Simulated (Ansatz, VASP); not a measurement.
# BiTe in VASP and in Ansatz

The input INCAR:

```
PREC = Accurate
ENCUT = 500
EDIFF = 1E-6
ISMEAR = 0
SIGMA = 0.028000000000000004
LREAL = F
LASPH = T
NELM = 120
ALGO = Normal
ISIF = 2
LWAVE = F
LCHARG = F
GGA = PE
NBANDS = 18
GGA_COMPAT = F
```

The input KPOINTS:

```
regular mesh
0
Gamma
  7 7 7
```

File POSCAR:

```
BiTe
1.0
    0.0000000000      3.2350000000      3.2350000000
    3.2350000000      0.0000000000      3.2350000000
    3.2350000000      3.2350000000      0.0000000000
Bi Te
1 1
Direct
    0.0000000000      0.0000000000      0.0000000000
    0.5000000000      0.5000000000      0.5000000000
```

input.yaml

```yaml
crystal:
  lattice:
    - [0.0, 3.235, 3.235]
    - [3.235, 0.0, 3.235]
    - [3.235, 3.235, 0.0]
  atoms:
    - { symbol: Bi, position: [0.0, 0.0, 0.0] }
    - { symbol: Te, position: [0.5, 0.5, 0.5] }
hamiltonian:
  xc: pbe
  pseudopotentials: { kind: paw }
kpoints:
  mp_grid: { grid: [7, 7, 7] }
scf:
  occupations: { method: gaussian, width: 0.028 }
output:
  forces: true
  stress: true
  eigenvalues: true
  write_density: true
  write_potential: true
  elf: true
  volumetric_format: npy
```

Alike in both runs: task single point; functional PBE; k mesh 7 × 7 × 7; occupations gaussian, width 0.028 eV; no spin polarisation.

|  | VASP | Ansatz |
| --- | --- | --- |
| version | VASP 6.6.1 | Ansatz 0.2.0 |
| potentials or method | VASP PAW PBE potentials, release 64 (Bi_d, Te) | Ansatz PAW |
| plane-wave cutoff (eV) | 500 | 420 |
| valence electrons in the cell | 21 | 31 |

Ansatz gave:

| Item | Value |
| --- | --- |
| gap on the k mesh at the Fermi level (eV) | none |
| pressure (GPa) | 1.0 |

Question: Estimate VASP's values.

Answer: gap on the k mesh at the Fermi level (eV): none; pressure (GPa): 0.9.

A gap of «none» marks a metal or a gap that the smearing closes. VASP's potentials hold 21 valence electrons a cell and Ansatz's 31, so a difference there can come from the potentials and not from the codes.

Spin-orbit coupling is off throughout.
